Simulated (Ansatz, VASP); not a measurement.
## TaN: VASP beside Ansatz

```
Ta N
1.0
     2.93800    0.00000    0.00000
    -1.46900    2.54438    0.00000
     0.00000    0.00000    2.88300
Ta N
1 1
Direct
  0.00000 0.00000 0.50000
  0.66667 0.33333 0.00000
```

Alike in both runs: task relaxation of cell and atoms; functional PBEsol; k mesh 18 × 18 × 16; occupations fermi-dirac, width 0.05 eV; no spin polarisation.

```csv
,VASP,Ansatz
version,VASP 6.6.1,Ansatz 0.2.0
potentials or method,"VASP PAW PBE potentials, release 64 (Ta_pv, N)","PAW with Ansatz's default frozen-core files, scalar-relativistic"
plane-wave cutoff (eV),600,420
valence electrons in the cell,16,18
```

|  | VASP | Ansatz | Ansatz less VASP |
| --- | --- | --- | --- |
| relaxed volume (Å³/atom) | 10.65 | 10.63 | -0.021 |
| relaxed cell length with the largest relative difference (Å) | 2.873 | 2.871 | -0.0023 |

VASP's potentials were made for PBE, not for PBEsol. VASP's potentials hold 16 valence electrons a cell and Ansatz's 18, so a difference there can come from the potentials and not from the codes.

Spin-orbit coupling is off throughout.
